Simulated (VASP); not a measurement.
Input of a VASP 6.6.1 run:

The input INCAR:

```
PREC     = Accurate       # precision mode
ENCUT    = 520            # plane-wave cutoff, eV
EDIFF    = 1E-6           # SCF threshold, eV
ISMEAR   = 0              # smearing method
SIGMA    = 0.1            # smearing width, eV
LREAL    = F              # projectors in reciprocal space
LASPH    = T              # aspherical terms in the spheres
NELM     = 100            # most SCF steps
ALGO     = Normal         # electronic algorithm
ISIF     = 2              # what is computed and relaxed
LWAVE    = F              # write WAVECAR
LCHARG   = T              # write CHGCAR
GGA      = PE             # functional
LELF     = T              # ELF
LVHAR    = T            
NBANDS   = 30             # bands
```

File KPOINTS:

```
regular mesh
0
Gamma
  4 4 4
```

The input POSCAR:

```
Cs4Br
1.0
    7.5161493589      0.0000000000      0.0000000000
    0.0000000000      7.5161493589      0.0000000000
    0.0000000000      0.0000000000      7.5161493589
Cs Br
4 1
Direct
    0.5000000000      0.0000000000      0.0000000000
    0.0000000000      0.5000000000      0.0000000000
    0.0000000000      0.0000000000      0.5000000000
    0.5000000000      0.5000000000      0.5000000000
    0.0000000000      0.0000000000      0.0000000000
```

Potentials or basis: VASP PAW PBE potentials, release 64 (Cs_sv, Br).

Command:

```bash
$ cat potpaw_PBE.64/Cs_sv/POTCAR potpaw_PBE.64/Br/POTCAR > POTCAR
$ mpirun -np 1 vasp_std > vasp.out
```

Task: What does it give for the pressure?

Result: 0.1 GPa.

Caveat: an odd number of electrons without spin polarisation forces a metal; a magnetic or distorted state may lie lower.
